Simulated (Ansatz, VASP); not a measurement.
Two plane-wave programs on MgSiN

Contents of INCAR:

```
SYSTEM = MgSiN
PREC = Accurate
ENCUT = 600
EDIFF = 1E-6
ISMEAR = 0
SIGMA = 0.1
LREAL = .False.
LASPH = .True.
NELM = 80
ALGO = Normal
ISIF = 3
LWAVE = .False.
LCHARG = .False.
GGA = PE
IBRION = 2
NSW = 100
EDIFFG = -0.01
```

The input KPOINTS:

```
regular mesh
0
Gamma
  16 16 12
  0 0 0
```

Contents of POSCAR:

```
MgSiN
1.0
    3.0675919683      0.0000000000      0.0000000000
    0.0000000000      3.0675919683      0.0000000000
    0.0000000000      0.0000000000      3.8214969929
Mg Si N
1 1 1
Direct
    0.0000000000      0.0000000000      0.0000000000
    0.5000000000      0.5000000000      0.5000000000
    0.5000000000      0.5000000000      0.0000000000
```

Input for Ansatz:

```yaml
crystal:
  lattice:
    - [3.0675919709, 0.0, 0.0]
    - [0.0, 3.0675919709, 0.0]
    - [0.0, 0.0, 3.821496987]
  atoms:
    - { symbol: Mg, position: [0.0, 0.0, 0.0] }
    - { symbol: Si, position: [0.5, 0.5, 0.5] }
    - { symbol: "N", position: [0.5, 0.5, 0.0] }
basis:
  ecutwfc: 420
kpoints:
  mp_grid: { grid: [16, 16, 12] }
hamiltonian:
  xc: pbe
scf:
  occupations: { method: gaussian, width: 0.1 }
output:
  forces: true
  stress: true
  eigenvalues: true
  write_density: true
  write_potential: true
  elf: true
  volumetric_format: npy
relax:
  adjacent_minimum: "off"
  f_tol: 0.01
  max_steps: 80
  cell: { stress_tol: 0.05 }
```

Change from the starting cell: species swapped into the HoCoC type (P4/mmm, No. 123).

Alike in both runs: task relaxation of cell and atoms; functional PBE; k mesh 16 × 16 × 12; occupations gaussian, width 0.1 eV; no spin polarisation.

|  | VASP | Ansatz |
| --- | --- | --- |
| version | VASP 6.6.1 | Ansatz 0.2.0 |
| potentials or method | VASP PAW PBE potentials, release 64 (Mg, Si, N), cutoff 600 eV | scalar-relativistic, plane waves, PAW |
| valence electrons in the cell | 11 | 19 |

Ansatz gave:

- gap on the k mesh at the Fermi level, each at its own relaxed structure (eV): none
- relaxed volume (Å³/atom): 11.99
- relaxed length of the cell vector where the two differ most in proportion (Å): 3.067

Problem. What did VASP give for the same quantities?

Solution. gap on the k mesh at the Fermi level, each at its own relaxed structure (eV): none; relaxed volume (Å³/atom): 11.95; relaxed length of the cell vector where the two differ most in proportion (Å): 3.061.

A gap of «none» marks a metal or a gap that the smearing closes. VASP's potentials hold 11 valence electrons a cell and Ansatz's 19, so a difference there can come from the potentials and not from the codes.
